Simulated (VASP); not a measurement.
P (a cell with a defect): single point with PBE

System: P (a cell with a defect).

```xyz
15
Lattice="-6.6886 0.0000 0.0000 0.0000 -8.8508 0.0000 1.6722 0.0000 5.3044" Properties=species:S:1:pos:R:3 pbc="T T T"
P     0.0973   -4.0786    1.1155
P    -1.5631   -2.5795    1.1917
P    -1.5959   -0.4306    4.2274
P     0.5681   -1.2850    4.6699
P    -0.3008   -8.6311    0.9904
P    -1.8494   -7.0252    1.0955
P    -1.6982   -4.7744    4.2326
P    -0.0517   -6.2938    4.2589
P    -3.2601   -4.0643    1.0626
P    -4.9280   -2.5699    0.9872
P    -3.1479   -2.0016    4.1437
P    -3.5369   -8.5198    1.0122
P    -5.2865   -7.1590    0.8359
P    -5.0963   -4.7484    4.2726
P    -3.4268   -6.2203    4.0986
```

```yaml
Program: VASP 6.6.1
Task: single point
Functional: PBE
Potentials_or_basis: VASP PAW PBE potentials, release 64 (P)
Cutoff: 520 eV
k_mesh: 2 × 2 × 3
Occupations: fermi-dirac, width 0.1 eV
Spin: no spin polarisation
```

- Pressure: -1.2 GPa
- Largest force: 0.073 eV/Å
- Band gap on the k mesh: zero (an odd number of electrons rules out a gap without spin polarisation)

Forces in eV/Å, atoms in the order of the input:
```
P    0.005  0.033 -0.043
P    0.003 -0.024 -0.027
P   -0.018 -0.013  0.043
P   -0.007  0.006  0.035
P   -0.011  0.027 -0.017
P   -0.004 -0.050 -0.053
P    0.007 -0.030  0.032
P    0.004  0.028  0.042
P   -0.012  0.033 -0.040
P    0.002 -0.043 -0.037
P    0.030  0.023  0.053
P   -0.007  0.045 -0.030
P    0.022 -0.027 -0.035
P    0.001 -0.034  0.028
P   -0.013  0.025  0.049
```

Stress tensor (GPa, compression positive):
```
-2.25 -2.50 -0.23
-2.50 -1.64  0.10
-0.23  0.10  0.43
```

Levels at points of the mesh, in eV from the Fermi level:
| k point | band 35 | band 36 | band 37 | band 38 | band 39 | band 40 |
| --- | --- | --- | --- | --- | --- | --- |
| (0.00, 0.00, 0.00) | -0.94 | -0.79 | -0.67 | 0.24 | 0.91 | 1.17 |
| (0.50, 0.00, 0.00) | -1.30 | -1.17 | -0.54 | -0.38 | 1.33 | 1.35 |
| (0.00, 0.50, 0.00) | -1.21 | -0.97 | -0.58 | 0.25 | 1.30 | 1.42 |
| (0.50, 0.50, 0.00) | -1.46 | -1.36 | -1.08 | -0.46 | 1.16 | 1.65 |

It took 2.1 min on 1 thread of Intel(R) Xeon(R) Platinum 8559C (Emerald Rapids), on a shared host, peak memory 0.36 GiB.

Caveat: the k points lie up to 0.49 Å⁻¹ apart, too coarse for converged energies and pressures of a metal.
